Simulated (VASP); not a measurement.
Wanted: the native input for a VASP 6.6.1 run.

| Property | Result |
| --- | --- |
| Task | single point |
| Functional | r2SCAN |
| Potentials or basis | VASP PAW PBE potentials, release 64 (Zn, S) |
| Cutoff | 520 eV |
| k mesh | 6 × 6 × 4 |
| Occupations | gaussian, width 0.05 eV |
| Spin | no spin polarisation |
| Dipole correction | no |
| Further INCAR settings | ALGO = Normal; EDIFF = 1e-07; NBANDS = 26 |

ZnS:

```
CELL_PARAMETERS angstrom
3.69015 0.31032 -0.16085
-1.57632 3.38304 0.67508
-0.26391 1.12659 5.97950
ATOMIC_POSITIONS crystal
Zn 0.33540 0.66777 0.00548
Zn 0.66771 0.33394 0.50790
S 0.33015 0.66108 0.37720
S 0.66674 0.33721 0.87942
```

One way to write it, as run:

POSCAR

```
ZnS
1.0
    3.6901450072      0.3103239530     -0.1608528877
   -1.5763240769      3.3830411594      0.6750787425
   -0.2639133103      1.1265874329      5.9795023806
Zn S
2 2
Direct
    0.3353964788      0.6677670267      0.0054778529
    0.6677116884      0.3339443652      0.5079046037
    0.3301469859      0.6610816675      0.3771993599
    0.6667448469      0.3372069405      0.8794181835
```

INCAR.step1

```
SYSTEM = ZnS
PREC = Accurate
ENCUT = 520
ISMEAR = 0
SIGMA = 0.05
LREAL = .False.
LASPH = .True.
NELM = 80
NBANDS = 26
GGA = PE
ALGO = Normal
EDIFF = 1E-4
LWAVE = .True.
LCHARG = .False.
```

INCAR.step2

```
SYSTEM = ZnS
PREC = Accurate
ENCUT = 520
EDIFF = 1E-7
ISMEAR = 0
SIGMA = 0.05
LREAL = .False.
LASPH = .True.
NELM = 80
ALGO = Normal
ISIF = 2
LWAVE = .False.
LCHARG = .True.
METAGGA = R2SCAN
LMIXTAU = .True.
LELF = .True.
LVHAR = .True.
NBANDS = 26
ISTART = 1
```

KPOINTS

```
Automatic mesh
0
Gamma
  6 6 4
  0 0 0
```

Potentials or basis: VASP PAW PBE potentials, release 64 (Zn, S).

Run with:

```bash
$ cat potpaw_PBE.64/Zn/POTCAR potpaw_PBE.64/S/POTCAR > POTCAR
$ cp INCAR.step1 INCAR
$ mpirun -np 1 vasp_std > vasp.out
$ cp INCAR.step2 INCAR
$ mpirun -np 1 vasp_std > vasp.out
```

It gave:

```yaml
Pressure: 9.0 GPa
Largest_force: 4.304 eV/Å
Band_gap_on_the_k_mesh: 1.04 eV
```

Caveat: the cell stands under pressure; the PAW data sets were made with another functional, which shifts forces and pressure a little.

Run time: 4.4 min on 1 thread of AMD EPYC 9R45 96-Core Processor (Zen 5) (shared host), peak memory 0.24 GiB.
